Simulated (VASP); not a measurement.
# Be (P6_3/mmc) in VASP: notebook, part 2 of 2

VASP 6.6.1. The steps go on from the part before.

**3. Relaxation of cell and atoms, PBEsol**

INCAR

```
SYSTEM = Be
ALGO = Normal
EDIFF = 1E-6
EDIFFG = -0.01
ENCUT = 600
GGA = PS
IBRION = 2
ISIF = 3
ISMEAR = 0
LASPH = .TRUE.
LCHARG = .FALSE.
LREAL = .FALSE.
LWAVE = .FALSE.
NELM = 100
NSW = 100
PREC = Accurate
SIGMA = 0.1
```

KPOINTS

```
k-points
0
G
  27 27 16
  0 0 0
```

POSCAR

```
Be
1.0
    2.2515284225      0.0000000000      0.0000000000
   -1.1257642113      1.9498808113      0.0000000000
    0.0000000000      0.0000000000      3.5594813898
Be
2
Direct
    0.6666666667      0.3333333333      0.7500000000
    0.3333333333      0.6666666667      0.2500000000
```

Potentials or basis: VASP PAW PBE potentials, release 64 (Be).

Launch:

```console
cat potpaw_PBE.64/Be/POTCAR > POTCAR
mpirun -np 1 vasp_std > vasp.out
```

OUTCAR:

```text
SYSTEM = Be
   EDIFF = 1E-6
   EDIFFG = -0.01
   ENCUT = 600
   GGA = PS
   IBRION = 2
   ISIF = 3
   ISMEAR = 0
   LASPH = .TRUE.
   LREAL = .FALSE.
   NELM = 100
   NSW = 100
   PREC = Accurate

 ion  position               nearest neighbor table
   1  0.667  0.333  0.750-   2 2.20   2 2.20   2 2.20   2 2.20   2 2.20   2 2.20
   2  0.333  0.667  0.250-   1 2.20   1 2.20   1 2.20   1 2.20   1 2.20   1 2.20

  LATTYP: Found a hexagonal cell.
 ALAT       =     2.2515284225
 C/A-ratio  =     1.5809178131

  Lattice vectors:

 A1 = (   2.2515284225,   0.0000000000,   0.0000000000)
 A2 = (  -1.1257642113,   1.9498808113,   0.0000000000)
 A3 = (   0.0000000000,   0.0000000000,   3.5594813898)

Analysis of symmetry for initial positions (statically):
=====================================================================
[... 261 lines left out ...]
 cond. band min:       6.9835153695   @ k =   0.2593   0.2593   0.1250
 fundamental gap:      0.0266941196
 Fermi energy:         6.9758324781

 k-point     1 :       0.0000    0.0000    0.0000
  band No.  band energies     occupation
      1      -4.3131      2.00000
      2       2.5871      2.00000
      3       8.2174      0.00000
      4      23.1122      0.00000
      5      23.1122      0.00000
      6      25.9726      0.00000
[... 199 lines left out ...]
 k-point    24 :       0.3704    0.0370    0.0000
  band No.  band energies     occupation
      1       0.0290      2.00000
      2       6.3015      2.00000
      3       8.2195      0.00000
      4      13.2244      0.00000
      5      16.4780      0.00000
      6      16.9172      0.00000

 [... further k-points ...]

------------------------ aborting loop because EDIFF is reached ----------------------------------------

  FORCE on cell =-STRESS in cart. coord.  units (eV):
  Direction    XX          YY          ZZ          XY          YZ          ZX
  --------------------------------------------------------------------------------------
  -------------------------------------------------------------------------------------
  Total       -0.0003552     -0.0003552      0.0006943      0.0000000      0.0000000      0.0000000
  in kB       -0.0361913     -0.0361913      0.0707462      0.0000000      0.0000000      0.0000000
  external PRESSURE =      -0.0005455 kB  Pullay stress =       0.0000000 kB
[... 17 lines left out ...]
  FREE ENERGIE OF THE ION-ELECTRON SYSTEM (eV)
  ---------------------------------------------------
  free  energy   TOTEN  =        -7.9970503223 eV

  energy  without entropy=       -7.9963473151  energy(sigma->0) =       -7.99669882

 reached required accuracy - stopping structural energy minimisation
```

OSZICAR:

```text
N       E                     dE             d eps       ncg     rms          rms(c)
DAV:   1    -0.225366408162E+01   -0.22537E+01   -0.19031E+03  8124   0.610E+02
DAV:   2    -0.798949921943E+01   -0.57358E+01   -0.54702E+01 12546   0.722E+01
DAV:   3    -0.802973076368E+01   -0.40232E-01   -0.39102E-01 10734   0.519E+00
DAV:   4    -0.802980069313E+01   -0.69929E-04   -0.69853E-04 11946   0.168E-01
DAV:   5    -0.802980072501E+01   -0.31886E-07   -0.31937E-07 10548   0.222E-03    0.125E+00
DAV:   6    -0.800635342109E+01    0.23447E-01   -0.26696E-03  8994   0.780E-01    0.763E-01
DAV:   7    -0.799659477604E+01    0.97586E-02   -0.37349E-03  9102   0.801E-01    0.146E-02
DAV:   8    -0.799659267534E+01    0.21007E-05   -0.13670E-05 12900   0.369E-02    0.624E-03
DAV:   9    -0.799659335979E+01   -0.68446E-06   -0.46250E-07  8568   0.647E-03
   1 F= -.79965934E+01 E0= -.79962410E+01  d E =-.799659E+01
       N       E                     dE             d eps       ncg     rms          rms(c)
DAV:   1    -0.799704880190E+01   -0.45613E-03   -0.31342E-03 10926   0.476E-01    0.219E-02
DAV:   2    -0.799704255175E+01    0.62501E-05   -0.11803E-05 10242   0.324E-02    0.133E-02
DAV:   3    -0.799703748434E+01    0.50674E-05   -0.25224E-06 11016   0.135E-02    0.417E-04
DAV:   4    -0.799703745201E+01    0.32329E-07   -0.21716E-08  5442   0.141E-03
   2 F= -.79970375E+01 E0= -.79966861E+01  d E =-.444092E-03
       N       E                     dE             d eps       ncg     rms          rms(c)
DAV:   1    -0.799705075916E+01   -0.13275E-04   -0.13783E-04 10932   0.998E-02    0.457E-03
DAV:   2    -0.799705032228E+01    0.43688E-06   -0.51841E-07  9840   0.680E-03
   3 F= -.79970503E+01 E0= -.79966988E+01  d E =-.456962E-03
```

Run time: 48 s. Hardware: 1 thread of Intel Xeon Platinum 8488C (Sapphire Rapids), shared host; peak memory 0.18 GiB.

What came out:

| Quantity | Value |
| --- | --- |
| Free energy | -7.9971 eV |
| Relaxed volume | 7.86 Å³/atom |
| Relaxed cell | a = 2.260 Å, b = 2.260 Å, c = 3.556 Å, α = 90.00°, β = 90.00°, γ = 120.00° |
| Space group after relaxing (to 0.1 Å) | P6_3/mmc (No. 194) |
| Energy gained by relaxing | 0.2 meV/atom |
| Ionic steps | 3 |
| Pressure after relaxing | 0.0 GPa |
| Band gap on the k mesh | zero (bands 2 and 3 overlap by 2.14 eV) |

Step by step:
| step | energy change (eV) | largest force (eV/Å) | pressure (GPa) | volume (Å³) |
| --- | --- | --- | --- | --- |
| 1 | 0.0000 | 0.0000 | 0.73 | 15.63 |
| 2 | -0.0004 | 0.0000 | 0.12 | 15.71 |
| 3 | -0.0005 | 0.0000 | 0.00 | 15.72 |

Final structure:
```
Be
1.0
     2.25967    0.00000    0.00000
    -1.12983    1.95693    0.00000
     0.00000    0.00000    3.55591
Be
2
Direct
  0.66667 0.33333 0.75000
  0.33333 0.66667 0.25000
```

Caveat: the PAW data sets were made with another functional, which shifts forces and pressure a little.

The gap in the log of VASP goes by the Fermi energy; the results here count the filled bands.